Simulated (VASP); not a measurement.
Write the native input for VASP 6.6.1 that does the following.

```
Task                   : single point
Functional             : PBEsol
Potentials or basis    : VASP PAW PBE potentials, release 64 (Pb_d, O)
Cutoff                 : 520 eV
k mesh                 : 4 × 4 × 6
Occupations            : fermi-dirac, width 0.03 eV
Spin                   : no spin polarisation
Dipole correction      : no
Further INCAR settings : ALGO = Normal; EDIFF = 1e-07; NBANDS = 35
```

The structure of PbO2 lies in POSCAR:

```
PbO2
1.0
    4.9966624097      0.0000000000      0.0000000000
    0.0000000000      4.9966624097      0.0000000000
    0.0000000000      0.0000000000      3.4110987380
Pb O
2 4
Direct
    0.0000000000      0.0000000000      0.0000000000
    0.5000000000      0.5000000000      0.5000000000
    0.3076180383      0.3076180383      0.0000000000
    0.1923819617      0.8076180383      0.5000000000
    0.8076180383      0.1923819617      0.5000000000
    0.6923819617      0.6923819617      0.0000000000
```

One way to write it, as run:

INCAR

```
ALGO = Normal
EDIFF = 1E-7
ENCUT = 520
GGA = PS
ISIF = 2
ISMEAR = -1
LASPH = T
LCHARG = F
LREAL = F
LWAVE = F
NBANDS = 35
NELM = 80
PREC = Accurate
SIGMA = 0.03
```

KPOINTS

```
k-points
0
Gamma
  4 4 6
```

Potentials or basis: VASP PAW PBE potentials, release 64 (Pb_d, O).

Launch:

```bash
$ cat potpaw_PBE.64/Pb_d/POTCAR potpaw_PBE.64/O/POTCAR > POTCAR
$ mpirun -np 1 vasp_std > vasp.out
```

It gave:

* Pressure: 0.3 GPa
* Largest force: 0.010 eV/Å
* Band gap on the k mesh: 0.18 eV (least direct gap 0.69 eV)

Caveat: the structure was generated, so it needn't be the stable form of PbO2; the PAW data sets were made with another functional, which shifts forces and pressure a little; spin-orbit coupling is left out, which moves the levels of the heavy elements.

Run time: 55 s on 1 thread of Intel(R) Xeon(R) Platinum 8488C (Sapphire Rapids), with other jobs on the host, peak memory 0.22 GiB.
